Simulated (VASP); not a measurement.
Set up this calculation in VASP 6.6.1, as the native input.

- Task: single point
- Functional: PBE
- Potentials or basis: VASP PAW PBE potentials, release 64 (Cd)
- Cutoff: 520 eV
- k mesh: 12 × 12 × 4
- Occupations: gaussian, width 0.15 eV
- Spin: no spin polarisation
- Dipole correction: no
- Further INCAR settings: ALGO = Normal; EDIFF = 1e-06; NBANDS = 32

The structure of Cd lies in POSCAR:

```
Cd
1.0
    3.2524435321     -0.0663311128     -0.0172191014
   -1.6836661948      2.4311711894      0.0698866458
   -0.0665683835      0.2735426587     12.9401802635
Cd
4
Direct
    0.3818909333      0.7035737793      0.1301287538
    0.2890069493      0.5940045725      0.6411106936
    0.4324046770      0.2495186722      0.3844847593
    0.8966974405      0.4529029759      0.8442757933
```

This cell differs from its parent crystal: atoms moved at random and the cell strained at random.

The input as run:

INCAR

```
  PREC = Accurate
  ENCUT = 520
  EDIFF = 1E-6
  ISMEAR = 0
  SIGMA = 0.15
  LREAL = False
  LASPH = True
  NELM = 100
  ALGO = Normal
  ISIF = 2
  LWAVE = False
  LCHARG = True
  GGA = PE
  LELF = True
  LVHAR = True
  NBANDS = 32
```

KPOINTS

```
Automatic mesh
0
Gamma
  12 12 4
```

Potentials or basis: VASP PAW PBE potentials, release 64 (Cd).

Command:

```bash
$ cat potpaw_PBE.64/Cd/POTCAR > POTCAR
$ mpirun -np 1 vasp_std > vasp.out
```

Results of the run:

The pressure is 1.8 GPa, the largest force is 0.770 eV/Å and the band gap on the k mesh is zero (band 24 reaches 3.30 eV, above the bottom of band 25 at -0.60 eV).

Caveat: the cell differs from its parent crystal (atoms moved at random and the cell strained at random).

It took 19 min on 1 thread of AMD EPYC 7R43 64-Core Processor (Zen 3), on a shared host, peak memory 0.69 GiB.
